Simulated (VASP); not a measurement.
Set up this calculation in VASP 6.6.1, as the native input.

| Property | Result |
| --- | --- |
| Task | single point |
| Functional | PBE |
| Potentials or basis | VASP PAW PBE potentials, release 64 (Co) |
| Cutoff | 520 eV |
| k mesh | 18 × 18 × 10 |
| Occupations | gaussian, width 0.1 eV |
| Spin | collinear spin, ferromagnetic start |
| Starting moments | [1.84, 1.84] μB |
| Dipole correction | no |
| Further INCAR settings | ALGO = Normal; EDIFF = 1e-06; NBANDS = 20 |

The structure of Co lies in POSCAR:

```
Co
1.0
    2.4425827100      0.0000000000      0.0000000000
   -1.2212913550      2.1153386777      0.0000000000
    0.0000000000      0.0000000000      3.9475060944
Co
2
Direct
    0.3333333333      0.6666666667      0.2500000000
    0.6666666667      0.3333333333      0.7500000000
```

This cell differs from its parent crystal: volume scaled by 0.94, then relaxed in part.

One way to write it, as run:

INCAR

```
PREC = Accurate ; ENCUT = 520
EDIFF = 1E-6 ; ISMEAR = 0
SIGMA = 0.1 ; LREAL = F
LASPH = T ; NELM = 150
ALGO = Normal ; ISIF = 2
LWAVE = F ; LCHARG = F
ISPIN = 2 ; MAGMOM = 1.84 1.84
LORBIT = 11 ; LMAXMIX = 4
GGA = PE ; NBANDS = 20
```

KPOINTS

```
Automatic mesh
0
Gamma
  18 18 10
```

Potentials or basis: VASP PAW PBE potentials, release 64 (Co).

Launch:

```console
$ cat potpaw_PBE.64/Co/POTCAR > POTCAR
$ mpirun -np 1 vasp_std > vasp.out
```

It gave:

The pressure is 14.5 GPa, the net moment is 3.12 μB per cell and the site moments are Co +1.57 μB. The valence electrons inside the program's atomic spheres are Co 8.40.

Run time: 4.6 min on 1 thread of AMD EPYC 7R13, on a shared host, peak memory 0.2 GiB.
